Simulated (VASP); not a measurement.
A run of VASP 6.6.1 is set up as follows.

POSCAR

```
ScPd3
1.0
    3.9552743625      0.0000000000      0.0000000000
    0.0000000000      3.9552743625      0.0000000000
    0.0000000000      0.0000000000      3.9552743625
Sc Pd
1 3
Direct
    0.0000000000      0.0000000000      0.0000000000
    0.0000000000      0.5000000000      0.5000000000
    0.5000000000      0.0000000000      0.5000000000
    0.5000000000      0.5000000000      0.0000000000
```

File INCAR.step1:

```
PREC = Accurate
ENCUT = 520
ISMEAR = 1
SIGMA = 0.1
LREAL = False
LASPH = True
NELM = 60
NBANDS = 28
GGA = PE
ALGO = Normal
EDIFF = 1E-4
LWAVE = True
LCHARG = False
```

INCAR.step2

```
PREC = Accurate
ENCUT = 520
EDIFF = 1E-6
ISMEAR = 1
SIGMA = 0.1
LREAL = False
LASPH = True
NELM = 60
ALGO = Normal
ISIF = 2
LWAVE = False
LCHARG = False
METAGGA = R2SCAN
LMIXTAU = True
NBANDS = 28
ISTART = 1
```

The input KPOINTS:

```
Automatic mesh
0
Gamma
  6 6 6
```

Potentials or basis: VASP PAW PBE potentials, release 64 (Sc_sv, Pd).

Launch:

```bash
$ cat potpaw_PBE.64/Sc_sv/POTCAR potpaw_PBE.64/Pd/POTCAR > POTCAR
$ cp INCAR.step1 INCAR
$ mpirun -np 1 vasp_std > vasp.out
$ cp INCAR.step2 INCAR
$ mpirun -np 1 vasp_std > vasp.out
```

Q: What does it give for the pressure?

A: 3.2 GPa.

Caveat: the PAW data sets were made with another functional, which shifts forces and pressure a little.
